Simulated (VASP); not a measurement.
# TiCo (Pm-3m) in VASP: further runs

TiCo is run at these levels: PBEsol; tasks: single point.

All numbers are computed with VASP 6.6.1; they aren't measurements. Logs are shortened: lines on timing, memory, paths and dates and some standing lists are left out, and cuts for length are marked.

### 1 The cell of the first run

The structure is cubic, space group Pm-3m (No. 221). Conventional cell: a = 2.986 Å, b = 2.986 Å, c = 2.986 Å, α = 90.00°, β = 90.00°, γ = 90.00°. Within 3.4 Å of Co (site symmetry m-3m) lie 8 Ti at 2.59 Å and 6 Co at 2.99 Å. Ti (site symmetry m-3m) has 8 Co at 2.59 Å and 6 Ti at 2.99 Å within 3.4 Å.

### 2 Single point, PBEsol, collinear spin, ferromagnetic start

INCAR

```
SYSTEM = TiCo
  PREC = Accurate
  ENCUT = 520
  EDIFF = 1E-7
  ISMEAR = -1
  SIGMA = 0.05
  LREAL = .False.
  LASPH = .True.
  NELM = 150
  ALGO = Normal
  ISIF = 2
  LWAVE = .False.
  LCHARG = .True.
  ISPIN = 2
  MAGMOM = 3.5 2.5
  LORBIT = 11
  LMAXMIX = 4
  GGA = PS
  LELF = .True.
  LVHAR = .True.
  NBANDS = 22
```

KPOINTS

```
regular mesh
0
Gamma
  9 9 9
  0 0 0
```

POSCAR

```
TiCo
1.0
    2.9861109900      0.0000000000      0.0000000000
    0.0000000000      2.9861109900      0.0000000000
    0.0000000000      0.0000000000      2.9861109900
Co Ti
1 1
Direct
    0.5000000000      0.5000000000      0.5000000000
    0.0000000000      0.0000000000      0.0000000000
```

Potentials or basis: VASP PAW PBE potentials, release 64 (Co, Ti_sv).

Run with:

```console
cat potpaw_PBE.64/Co/POTCAR potpaw_PBE.64/Ti_sv/POTCAR > POTCAR
mpirun -np 1 vasp_std > vasp.out
```

OUTCAR:

```text
SYSTEM = TiCo
   PREC = Accurate
   ENCUT = 520
   EDIFF = 1E-7
   ISMEAR = -1
   LREAL = .False.
   LASPH = .True.
   NELM = 150
   ISIF = 2
   ISPIN = 2
   LORBIT = 11
   GGA = PS

 ion  position               nearest neighbor table
   1  0.500  0.500  0.500-   2 2.59   2 2.59   2 2.59   2 2.59   2 2.59   2 2.59   2 2.59   2 2.59

   2  0.000  0.000  0.000-   1 2.59   1 2.59   1 2.59   1 2.59   1 2.59   1 2.59   1 2.59   1 2.59

  LATTYP: Found a simple cubic cell.
 ALAT       =     2.9861109900

  Lattice vectors:

 A1 = (   2.9861109900,   0.0000000000,   0.0000000000)
 A2 = (   0.0000000000,   2.9861109900,   0.0000000000)
 A3 = (   0.0000000000,   0.0000000000,   2.9861109900)

Analysis of symmetry for initial positions (statically):
=====================================================================
 Subroutine PRICEL returns:
 Original cell was already a primitive cell.

 Routine SETGRP: Setting up the symmetry group for a
 simple cubic supercell.

 Subroutine GETGRP returns: Found 48 space group operations
 (whereof 48 operations were pure point group operations)
 out of a pool of 48 trial point group operations.

The static configuration has the point symmetry O_h .

Analysis of symmetry for dynamics (positions and initial velocities):
=====================================================================
 Subroutine PRICEL returns:
 Original cell was already a primitive cell.

 Routine SETGRP: Setting up the symmetry group for a
 simple cubic supercell.

 Subroutine GETGRP returns: Found 48 space group operations
 (whereof 48 operations were pure point group operations)
 out of a pool of 48 trial point group operations.

The dynamic configuration has the point symmetry O_h .

Analysis of structural, dynamic, and magnetic symmetry:
=====================================================================
 Subroutine PRICEL returns:
 Original cell was already a primitive cell.

 Routine SETGRP: Setting up the symmetry group for a
 simple cubic supercell.

 Subroutine GETGRP returns: Found 48 space group operations
 (whereof 48 operations were pure point group operations)
 out of a pool of 48 trial point group operations.

The overall configuration has the point symmetry O_h .

 Subroutine INISYM returns: Found 48 space group operations
 (whereof 48 operations are pure point group operations),
 and found     1 'primitive' translations

----------------------------------------------------------------------------------------

                                     Primitive cell

  volume of cell :      26.6267

  direct lattice vectors                    reciprocal lattice vectors
     2.986110990  0.000000000  0.000000000     0.334883735  0.000000000  0.000000000
     0.000000000  2.986110990  0.000000000     0.000000000  0.334883735  0.000000000
     0.000000000  0.000000000  2.986110990     0.000000000  0.000000000  0.334883735

  length of vectors
     2.986110990  2.986110990  2.986110990     0.334883735  0.334883735  0.334883735

  position of ions in fractional coordinates (direct lattice)
     0.500000000  0.500000000  0.500000000
     0.000000000  0.000000000  0.000000000

  ion indices of the primitive-cell ions
   primitive index   ion index
                 1           1
                 2           2

----------------------------------------------------------------------------------------

 KPOINTS: regular mesh

Automatic generation of k-mesh.
 Grid dimensions read from file:
 generate k-points for:    9    9    9

 Generating k-lattice:

  Cartesian coordinates                     Fractional coordinates (reciprocal lattice)
     0.037209304  0.000000000  0.000000000     0.111111111  0.000000000  0.000000000
     0.000000000  0.037209304  0.000000000     0.000000000  0.111111111  0.000000000
     0.000000000  0.000000000  0.037209304     0.000000000  0.000000000  0.111111111

  Length of vectors
     0.037209304  0.037209304  0.037209304

  Shift w.r.t. Gamma in fractional coordinates (k-lattice)
     0.000000000  0.000000000  0.000000000

 Subroutine IBZKPT returns following result:
 ===========================================

 Found     35 irreducible k-points:

 Following reciprocal coordinates:
            Coordinates               Weight
  0.000000  0.000000  0.000000      1.000000
  0.111111  0.000000  0.000000      6.000000
  0.222222  0.000000  0.000000      6.000000
  0.333333  0.000000  0.000000      6.000000
  0.444444  0.000000  0.000000      6.000000
  0.111111  0.111111  0.000000     12.000000
[... 16 lines left out ...]
  0.333333  0.333333  0.111111     24.000000
  0.444444  0.333333  0.111111     48.000000
 [... further k-points ...]
   k-points           NKPTS =     35   k-points in BZ     NKDIM =     35   number of bands    NBANDS=     22
   number of dos      NEDOS =    301   number of ions     NIONS =      2
   total plane-waves  NPLWV =  13824
   dimension x,y,z NGX =    24 NGY =   24 NGZ =   24
   dimension x,y,z NGXF=    48 NGYF=   48 NGZF=   48
   ions per type =               1   1
   NGX,Y,Z   is equivalent  to a cutoff of  13.36, 13.36, 13.36 a.u.
   NGXF,Y,Z  is equivalent  to a cutoff of  26.72, 26.72, 26.72 a.u.
 SYSTEM =  TiCo
   PREC   = accura    normal or accurate (medium, high low for compatibility)
   ISTART =      0    job   : 0-new  1-cont  2-samecut
   ICHARG =      2    charge: 1-file 2-atom 10-const
   ISPIN  =      2    spin polarized calculation?
   LNONCOLLINEAR =      F non collinear calculations
   LSORBIT =      F    spin-orbit coupling
   LASPH  =      T    aspherical Exc in radial PAW
   ENCUT  =  520.0 eV  38.22 Ry    6.18 a.u.   5.55  5.55  5.55*2*pi/ulx,y,z
   NELM   =    150;   NELMIN=  2; NELMDL= -5     # of ELM steps
   EDIFF  = 0.1E-06   stopping-criterion for ELM
   LREAL  =      F    real-space projection
   EDIFFG = 0.1E-05   stopping-criterion for IOM
   NSW    =      0    number of steps for IOM
   IBRION =     -1    ionic relax: 0-MD 1-quasi-New 2-CG
   NFREE  =      0    steps in history (QN), initial steepest desc. (CG)
   ISIF   =      2    stress and relaxation
   ISYM   =      2    0-nonsym 1-usesym 2-fastsym
   POTIM  = 0.5000    time-step for ionic-motion
   TEBEG  =    0.0;   TEEND  =   0.0 temperature during run
   PSTRESS=    0.0 pullay stress
   NELECT =      21.0000    total number of electrons
   NUPDOWN=      -1.0000    fix difference up-down
   EMIN   =  10.00;   EMAX   =-10.00  energy-range for DOS
   EFERMI =   0.00;   METHOD = LEGACY
   ISMEAR =    -1;   SIGMA  =   0.05  broadening in eV -4-tet -1-fermi 0-gaus
   EFERMI_NEDOS =   21; number of points for ismear=-14 and -15
   IALGO  =     38    algorithm
   IMIX   =      4    mixing-type and parameters
     AMIX     =   0.40;   BMIX     =  1.00
     AMIX_MAG =   1.60;   BMIX_MAG =  1.00
  volume/ion in A,a.u.               =      13.31        89.84
  Fermi-wavevector in a.u.,A,eV,Ry     =   1.512546  2.858298 31.127355  2.287796
  Thomas-Fermi vector in A             =   2.622456
   LORBIT       =     11    0 simple, 1 ext, 2 COOP (PROOUT), +10 PAW based schemes
   GGA     = PS    functional components
   LHFCALC =     F    Hartree Fock is set to
   AEXX    =    0.0000 exact exchange contribution
   IVDW    =     0    specifies the selected vdW correction
   LEPSILON=     F    determine dielectric tensor
   LRPA    =     F    only Hartree local field effects (RPA)
 spin polarized calculation
  energy-cutoff  :      520.00
  volume of cell :       26.63
 maximum number of plane-waves:       739
 NGX is ok and might be reduce to    24
   NGX = 11   NGY = 11   NGZ = 11

 number of electron      20.9999983 magnetization       0.6703566

 Free energy of the ion-electron system (eV)
  ---------------------------------------------------
  ext. energy  EPLUGINS =         0.00000000
  ---------------------------------------------------
  free energy    TOTEN  =       -16.87914159 eV

  energy without entropy =      -16.86049902  energy(sigma->0) =      -16.86982031

 E-fermi :   9.7930     XC(G=0): -12.7325

 val. band max:        9.7650371094   @ k =   0.4444   0.3333   0.2222
 cond. band min:       9.8159797178   @ k =   0.4444   0.4444   0.2222
 fundamental gap:      0.0509426084
 Fermi energy:         9.7929670153

 spin component 1

 k-point     1 :       0.0000    0.0000    0.0000
  band No.  band energies     occupation
      1     -47.1518      1.00000
      2     -23.3432      1.00000
      3     -23.3432      1.00000
      4     -23.3432      1.00000
      5       2.0687      1.00000
      6       5.7070      1.00000
[... 14 lines left out ...]
     21      29.0420      0.00000
     22      30.6839      0.00000

 k-point     2 :       0.1111    0.0000    0.0000
  band No.  band energies     occupation
      1     -47.1480      1.00000
      2     -23.3794      1.00000
      3     -23.3406      1.00000
      4     -23.3406      1.00000
      5       2.3126      1.00000
      6       5.8064      1.00000
[... 542 lines left out ...]
 k-point    24 :       0.4444    0.3333    0.1111
  band No.  band energies     occupation
      1     -47.0950      1.00000
      2     -23.5984      1.00000
      3     -23.5279      1.00000
      4     -23.3334      1.00000
      5       5.5647      1.00000
      6       6.1590      1.00000
[... 14 lines left out ...]
     21      26.5363      0.00000
     22      29.5271      0.00000

 [... further k-points ...]

 spin component 2

 k-point     1 :       0.0000    0.0000    0.0000
  band No.  band energies     occupation
      1     -47.1682      1.00000
      2     -23.3608      1.00000
      3     -23.3608      1.00000
      4     -23.3608      1.00000
      5       2.0746      1.00000
      6       6.1905      1.00000
[... 14 lines left out ...]
     21      29.1665      0.00000
     22      30.6140      0.00000

 k-point     2 :       0.1111    0.0000    0.0000
  band No.  band energies     occupation
      1     -47.1644      1.00000
      2     -23.3971      1.00000
      3     -23.3581      1.00000
      4     -23.3581      1.00000
      5       2.3188      1.00000
      6       6.2990      1.00000
[... 542 lines left out ...]
 k-point    24 :       0.4444    0.3333    0.1111
  band No.  band energies     occupation
      1     -47.1111      1.00000
      2     -23.6176      1.00000
      3     -23.5468      1.00000
      4     -23.3510      1.00000
      5       5.7948      1.00000
      6       6.4021      1.00000
[... 14 lines left out ...]
     21      26.5811      0.00000
     22      29.5175      0.00000

 [... further k-points ...]
[... 5 lines left out ...]
  --------------------------------------------------------------------------------------
  -------------------------------------------------------------------------------------
  Total       -1.4276274     -1.4276274     -1.4276274     -0.0000000     -0.0000000     -0.0000000
  in kB      -85.9028584    -85.9028584    -85.9028584     -0.0000000     -0.0000000     -0.0000000
  external PRESSURE =     -85.9028584 kB  Pullay stress =       0.0000000 kB

 VOLUME and BASIS-vectors are now :
 -----------------------------------------------------------------------------
  energy-cutoff  :      520.00
  volume of cell :       26.63
      direct lattice vectors                 reciprocal lattice vectors
     2.986110990  0.000000000  0.000000000     0.334883735  0.000000000  0.000000000
     0.000000000  2.986110990  0.000000000     0.000000000  0.334883735  0.000000000
     0.000000000  0.000000000  2.986110990     0.000000000  0.000000000  0.334883735

 POSITION                                       TOTAL-FORCE (eV/Angst)
 -----------------------------------------------------------------------------------
      1.49306      1.49306      1.49306         0.000000      0.000000      0.000000
      0.00000      0.00000      0.00000         0.000000      0.000000      0.000000
 -----------------------------------------------------------------------------------
    total drift:                                0.000000      0.000000     -0.000000

  FREE ENERGIE OF THE ION-ELECTRON SYSTEM (eV)
  ---------------------------------------------------
  free  energy   TOTEN  =       -16.8791415926 eV

  energy  without entropy=      -16.8604990197  energy(sigma->0) =      -16.86982031

 total charge

# of ion       s       p       d       tot
------------------------------------------
    1        0.523   0.452   7.318   8.293
    2        2.248   6.180   1.858  10.286
--------------------------------------------------
tot          2.771   6.632   9.176  18.579

 magnetization (x)

# of ion       s       p       d       tot
------------------------------------------
    1        0.023  -0.004   0.721   0.740
    2       -0.003  -0.010  -0.019  -0.032
--------------------------------------------------
tot          0.021  -0.015   0.701   0.707
```

Wall time 18 s (1 thread of Intel Xeon 6975P-C (Granite Rapids), shared host); peak memory 0.17 GiB.

Results:

* Free energy: -16.8791 eV
* Pressure: -8.6 GPa
* Net moment: 0.67 μB per cell
* Site moments: Co +0.74; Ti -0.03 μB
* Valence electrons inside the program's atomic spheres: Co 8.29; Ti 10.29

Caveat: the PAW data sets were made with another functional, which shifts forces and pressure a little.

### 3 Single point, PBEsol, collinear spin, ferromagnetic start

INCAR

```
  ALGO = Normal
  EDIFF = 1E-6
  ENCUT = 520
  GGA = PS
  ISIF = 2
  ISMEAR = -1
  ISPIN = 2
  LASPH = T
  LCHARG = T
  LELF = T
  LMAXMIX = 4
  LORBIT = 11
  LREAL = F
  LVHAR = T
  LWAVE = F
  MAGMOM = 0.533333 0.266667
  NBANDS = 22
  NELM = 150
  NUPDOWN = 0.8
  PREC = Accurate
  SIGMA = 0.05
```

KPOINTS

```
k-points
0
Gamma
  8 8 8
```

POSCAR is that of step 2.

Potentials or basis: VASP PAW PBE potentials, release 64 (Co, Ti_sv).

Run with:

```console
cat potpaw_PBE.64/Co/POTCAR potpaw_PBE.64/Ti_sv/POTCAR > POTCAR
mpirun -np 1 vasp_std > vasp.out
```

Wall time 17 s (1 thread of Intel Xeon 6975P-C (Granite Rapids), shared host); peak memory 0.17 GiB.

The run converged. Its results:

| Property | Result |
| --- | --- |
| Free energy | -16.8631 eV |
| Pressure | -7.7 GPa |
| Net moment | 0.80 μB per cell |
| Site moments | Co +0.87; Ti -0.03 μB |
| Valence electrons inside the program's atomic spheres | Co 8.29; Ti 10.29 |

Caveat: the PAW data sets were made with another functional, which shifts forces and pressure a little; the total moment is fixed, so each spin has its own Fermi level.

### 4 Single point, PBEsol, collinear spin, ferromagnetic start

INCAR

```
PREC = Accurate ; ENCUT = 520
EDIFF = 1E-6 ; ISMEAR = -1
SIGMA = 0.05 ; LREAL = False
LASPH = True ; NELM = 150
ALGO = Normal ; ISIF = 2
LWAVE = False ; LCHARG = False
ISPIN = 2 ; MAGMOM = 1 0.5
LORBIT = 11 ; NUPDOWN = 1.5
LMAXMIX = 4 ; GGA = PS
NBANDS = 22
```

KPOINTS

```
regular mesh
0
Gamma
  8 8 8
```

POSCAR is that of step 3.

Run with:

```console
cat potpaw_PBE.64/Co/POTCAR potpaw_PBE.64/Ti_sv/POTCAR > POTCAR
mpirun -np 1 vasp_std > vasp.out
```

It took 14 s on 1 thread of Intel Xeon 6975P-C (Granite Rapids), shared host; peak memory 0.17 GiB.

It converged, with:

```yaml
Free_energy: -16.6856 eV
Pressure: -5.6 GPa
Net_moment: 1.50 μB per cell
Site_moments: Co +1.18; Ti +0.24 μB
Valence_electrons_inside_the_program's_atomic_spheres: Co 8.28; Ti 10.31
```

Caveat: the PAW data sets were made with another functional, which shifts forces and pressure a little; the total moment is fixed, so each spin has its own Fermi level.

### 5 Single point, PBEsol, collinear spin, ferromagnetic start

INCAR

```
SYSTEM = TiCo
PREC     = Accurate       ! precision mode
ENCUT    = 520            ! plane-wave cutoff, eV
EDIFF    = 1E-7           ! SCF threshold, eV
ISMEAR   = -1             ! smearing method
SIGMA    = 0.05           ! smearing width, eV
LREAL    = .FALSE.        ! projectors in reciprocal space
LASPH    = .TRUE.         ! aspherical terms in the spheres
NELM     = 150            ! most SCF steps
ALGO     = Normal         ! electronic algorithm
ISIF     = 2              ! what is computed and relaxed
LWAVE    = .FALSE.        ! write WAVECAR
LCHARG   = .FALSE.        ! write CHGCAR
ISPIN    = 2              ! spin polarisation
MAGMOM   = 1.46667 0.733333 ! initial moments
LORBIT   = 11             ! projections on sites
NUPDOWN  = 2.2            ! fixed moment
LMAXMIX  = 4              ! l up to which the mixer works
GGA      = PS             ! functional
NBANDS   = 22             ! bands
```

KPOINTS

```
Automatic mesh
0
G
  8 8 8
  0 0 0
```

POSCAR is that of step 4.

Run with:

```console
cat potpaw_PBE.64/Co/POTCAR potpaw_PBE.64/Ti_sv/POTCAR > POTCAR
mpirun -np 1 vasp_std > vasp.out
```

It took 16 s on 1 thread of Intel Xeon 6975P-C (Granite Rapids), shared host; peak memory 0.16 GiB.

It converged, with:

- Free energy: -16.2570 eV
- Pressure: -1.4 GPa
- Net moment: 2.20 μB per cell
- Site moments: Co +1.51; Ti +0.49 μB
- Valence electrons inside the program's atomic spheres: Co 8.26; Ti 10.34

Caveat: the PAW data sets were made with another functional, which shifts forces and pressure a little; the total moment is fixed, so each spin has its own Fermi level.

### 6 Overview

```tsv
fixed moment (μB)	k mesh	pressure (GPa)	moment (μB)
-	9 × 9 × 9	-8.6	0.67
0.8	8 × 8 × 8	-7.7	0.80
1.5	8 × 8 × 8	-5.6	1.50
2.2	8 × 8 × 8	-1.4	2.20
```

Alike in all rows: task single point; level PBEsol; potentials or basis VASP PAW PBE potentials, release 64 (Co, Ti_sv); spin collinear, ferromagnetic start; cell as given; cutoff (eV) 520; smearing fermi-dirac 0.05 eV.

Caveats: the PAW data sets were made with another functional, which shifts forces and pressure a little; the total moment is fixed, so each spin has its own Fermi level (some runs).

Total energies depend on the potentials used, so only differences within one code and one set of settings carry meaning.
